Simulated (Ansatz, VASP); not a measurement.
PtS2 in VASP and in Ansatz

Contents of POSCAR:

```
PtS2
1.0
    3.5526240960      0.0000000000      0.0000000000
   -1.7763120480      3.0766627172      0.0000000000
    0.0000000000      0.0000000000      5.1228306077
Pt S
1 2
Direct
    0.0000000000      0.0000000000      0.0000000000
    0.3333333333      0.6666666667      0.2392542177
    0.6666666667      0.3333333333      0.7607457823
```

Contents of INCAR.step1:

```
SYSTEM = PtS2
  PREC = Accurate
  ENCUT = 520
  EDIFF = 1E-5
  ISMEAR = 0
  SIGMA = 0.2
  LREAL = .FALSE.
  LASPH = .TRUE.
  NELM = 80
  ALGO = Normal
  ISIF = 2
  LWAVE = .TRUE.
  LCHARG = .FALSE.
  NBANDS = 18
  GGA = PE
```

Contents of INCAR.step2:

```
SYSTEM = PtS2
  PREC = Accurate
  ENCUT = 520
  EDIFF = 1E-6
  ISMEAR = 0
  SIGMA = 0.2
  LREAL = .FALSE.
  LASPH = .TRUE.
  NELM = 80
  ALGO = Normal
  ISIF = 2
  LWAVE = .FALSE.
  LCHARG = .FALSE.
  GGA = PE
  LHFCALC = .TRUE.
  HFSCREEN = 0.2079
  PRECFOCK = Normal
  NBANDS = 18
  ISTART = 1
```

The input KPOINTS:

```
regular mesh
0
G
  6 6 2
  0 0 0
```

Input for Ansatz:

```yaml
crystal:
  lattice:
    - [3.552624096, 0.0, 0.0]
    - [-1.776312048, 3.0766627172, 0.0]
    - [0.0, 0.0, 5.1228306077]
  atoms:
    - { symbol: Pt, position: [0.0, 0.0, 0.0] }
    - { symbol: S, position: [0.3333333333, 0.6666666667, 0.2392542177] }
    - { symbol: S, position: [0.6666666667, 0.3333333333, 0.7607457823] }
kpoints:
  mp_grid: { grid: [6, 6, 2] }
hamiltonian:
  xc: hse06
scf:
  occupations: { method: gaussian, width: 0.2 }
  n_extra_bands: 4
output:
  forces: true
  stress: true
  eigenvalues: true
```

Alike in both runs: task single point; functional HSE06; k mesh 6 × 6 × 2; occupations gaussian, width 0.2 eV; no spin polarisation.

|  | VASP | Ansatz |
| --- | --- | --- |
| version | VASP 6.6.1 | Ansatz 0.2.0 |
| potentials or method | VASP PAW PBE potentials, release 64 (Pt, S) | plane waves |
| plane-wave cutoff (eV) | 520 | 420 |
| valence electrons in the cell | 22 | 30 |

Ansatz gave:

| Property | Result |
| --- | --- |
| pressure (GPa) | -0.9 |
| traceless stress, the component that is largest in VASP (GPa) | 0.89 |
| rms of the force components (eV/Å) | 0.174 |

Q: Estimate VASP's values.

A: Pressure (GPa): -1.4; traceless stress, the component that is largest in VASP (GPa): 0.89; rms of the force components (eV/Å): 0.188.

Atom by atom the forces differ by 0.014 eV/Å (rms over components). VASP's potentials hold 22 valence electrons a cell and Ansatz's 30, so a difference there can come from the potentials and not from the codes. Ansatz's warnings: stress exchange threshold loose, stress scf threshold loose.

The k mesh is coarse, so the values compare programs but aren't converged. Neither program's run includes spin-orbit coupling.
